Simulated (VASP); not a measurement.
Here is a VASP 6.6.1 calculation.

INCAR

```
PREC = Accurate
ENCUT = 520
EDIFF = 1E-6
ISMEAR = 0
SIGMA = 0.02
LREAL = False
LASPH = True
NELM = 80
ALGO = Normal
ISIF = 2
LWAVE = False
LCHARG = False
GGA = PS
NBANDS = 36
```

Contents of KPOINTS:

```
Automatic mesh
0
Gamma
  12 12 2
```

File POSCAR:

```
SiC
1.0
    3.0789674657      0.0000000000      0.0000000000
   -1.5394837329      2.6664640427      0.0000000000
    0.0000000000      0.0000000000     15.1068364818
Si C
6 6
Direct
    0.0000000000      0.0000000000      0.1250339392
    0.0000000000      0.0000000000      0.6250339392
    0.3333333333      0.6666666667      0.2918203863
    0.6666666667      0.3333333333      0.7918203863
    0.3333333333      0.6666666667      0.9583142926
    0.6666666667      0.3333333333      0.4583142926
    0.0000000000      0.0000000000     -0.0003148552
    0.0000000000      0.0000000000      0.4996851448
    0.3333333333      0.6666666667      0.1668263729
    0.6666666667      0.3333333333      0.6668263729
    0.3333333333      0.6666666667      0.8333198641
    0.6666666667      0.3333333333      0.3333198641
```

Potentials or basis: VASP PAW PBE potentials, release 64 (Si, C).

Run with:

```sh
$ cat potpaw_PBE.64/Si/POTCAR potpaw_PBE.64/C/POTCAR > POTCAR
$ mpirun -np 1 vasp_std > vasp.out
```

Task: What does it give for the band gap on the k mesh?

Result: 1.91 eV (least direct gap 3.02 eV).

Task: Estimate the pressure.

Result: 0.3 GPa.

Caveat: the PAW data sets were made with another functional, which shifts forces and pressure a little. A k mesh can miss the band edges.
